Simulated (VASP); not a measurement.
A run of VASP 6.6.1 is set up as follows.

File INCAR:

```
PREC = Accurate
ENCUT = 520
EDIFF = 1E-6
ISMEAR = 0
SIGMA = 0.05
LREAL = Auto
LASPH = True
NELM = 100
ALGO = Normal
ISIF = 2
LWAVE = False
LCHARG = False
NBANDS = 57
```

Contents of KPOINTS:

```
regular mesh
0
Gamma
  2 2 1
```

POSCAR

```
C19O
1.0
    7.3980000000      0.0000000000      0.0000000000
   -3.6990000000      6.4068560000      0.0000000000
    0.0000000000      0.0000000000     12.0000000000
C O
19 1
Direct
    0.0111289400      0.0039396859      0.0703036667
    0.2320361868      0.1143965152      0.0700615000
    0.0111868488      0.3352304157      0.0704202500
    0.2319769905      0.4456179443      0.0704428333
    0.0090757741      0.6685357061      0.0701305833
    0.2340276012      0.7810433074      0.0697127500
    0.3444443700      0.0018644090      0.0695174167
    0.5653331767      0.1123365345      0.0699584167
    0.3424393506      0.3352193338      0.0703747500
    0.5674220191      0.4476748034      0.0703912500
    0.3444252786      0.6706083296      0.0702901667
    0.5653570053      0.7810603204      0.0704536667
    0.6757653545      0.0018889140      0.0703348333
    0.9007486027      0.1143933936      0.0704580000
    0.6778028091      0.3372641745      0.0702361667
    0.8986611188      0.4476936894      0.0703444167
    0.6778385534      0.6685367987      0.0704905000
    0.8986421269      0.7789603824      0.0702920833
    0.4763285120      1.0041544558      0.3174738333
    0.3528171278      0.8360159804      0.3306043333
```

Potentials or basis: VASP PAW LDA potentials, release 64 (C, O).

Command:

```sh
$ cat potpaw_LDA.64/C/POTCAR potpaw_LDA.64/O/POTCAR > POTCAR
$ mpirun -np 1 vasp_std > vasp.out
```

Task: What does it give for the band gap on the k mesh?

Result: 0.21 eV, direct.

Task: Estimate the largest force.

Result: 1.160 eV/Å.

Forces on the atoms (eV/Å):
```
C   -0.014 -0.008  0.003
C   -0.003  0.009 -0.001
C    0.003  0.015 -0.001
C   -0.015  0.002 -0.003
C    0.003 -0.009  0.002
C   -0.002 -0.015  0.001
C    0.012  0.010  0.000
C   -0.030  0.001  0.000
C    0.004 -0.006 -0.002
C    0.008 -0.007  0.001
C   -0.010 -0.007 -0.002
C    0.010  0.009  0.000
C    0.021 -0.018  0.003
C    0.005 -0.011  0.001
C   -0.006  0.001  0.002
C    0.001  0.012  0.001
C    0.009  0.016  0.001
C   -0.017 -0.002  0.005
C    0.302  1.108 -0.163
O   -0.281 -1.101  0.153
```

Caveat: the k points lie up to 0.49 Å⁻¹ apart.
